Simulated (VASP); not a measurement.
Here is a VASP 6.6.1 calculation.

Contents of INCAR:

```
PREC = Accurate ; ENCUT = 520
EDIFF = 1E-6 ; ISMEAR = -1
SIGMA = 0.03 ; LREAL = F
LASPH = T ; NELM = 60
ALGO = Normal ; ISIF = 2
LWAVE = F ; LCHARG = F
GGA = CA ; NBANDS = 19
```

File KPOINTS:

```
Automatic mesh
0
Gamma
  12 12 7
```

The input POSCAR:

```
Cr
1.0
    2.7140000000      0.0000000000      0.0000000000
   -1.3570000000      2.3503929459      0.0000000000
    0.0000000000      0.0000000000      4.4100000000
Cr
2
Direct
    0.3333333333      0.6666666667      0.2500000000
    0.6666666667      0.3333333333      0.7500000000
```

Potentials or basis: VASP PAW LDA potentials, release 64 (Cr_pv).

Run with:

```bash
$ cat potpaw_LDA.64/Cr_pv/POTCAR > POTCAR
$ mpirun -np 1 vasp_std > vasp.out
```

Question: What does it give for the pressure?

Answer: -39.1 GPa.

Question: What does it give for the band gap on the k mesh?

Answer: Zero (bands 12 and 13 overlap by 0.91 eV).

Stress tensor (GPa, compression positive):
```
-41.77   0.00   0.00
  0.00 -41.77   0.00
  0.00   0.00 -33.90
```

Caveat: the cell stands under tension; the run has no spin polarisation, though such a crystal can be magnetic. Spin polarisation is off, so any magnetic state and its effect on volume and gap are missing.
